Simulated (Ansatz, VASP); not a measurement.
**Sn2O: VASP beside Ansatz**

```
Sn O
1.0
     6.52736    0.00000    0.00000
     0.00000    6.52736    0.00000
     0.00000    0.00000    3.04863
Sn O
4 2
Direct
  0.31043 0.31043 0.00000
  0.18957 0.81043 0.50000
  0.68957 0.68957 0.00000
  0.81043 0.18957 0.50000
  0.00000 0.00000 0.00000
  0.50000 0.50000 0.50000
```

Alike in both runs: functional r2SCAN; k mesh 6 × 6 × 10; occupations gaussian, width 0.1 eV; no spin polarisation.

Ansatz relaxed the structure, and its values are those at the end. VASP's run is a single point on that final structure, the one shown.

|  | VASP | Ansatz |
| --- | --- | --- |
| version | VASP 6.6.1 | Ansatz 0.2.0 |
| potentials or method | VASP PAW PBE potentials, release 64 (Sn_d, O), cutoff 520 eV | scalar-relativistic, plane waves, PAW |
| valence electrons in the cell | 68 | 68 |

```csv
,VASP,Ansatz,Ansatz less VASP
gap on the k mesh at the Fermi level (eV),none,none,-
pressure (GPa),0.2,0.0,-0.22
rms of the force components (eV/Å),0.029,0.000,-0.0291
```

VASP's potentials were made for PBE, not for r2SCAN. A gap of «none» marks a metal or a gap that the smearing closes. The functional is the same, so the differences come from potentials, cutoffs and numerics.
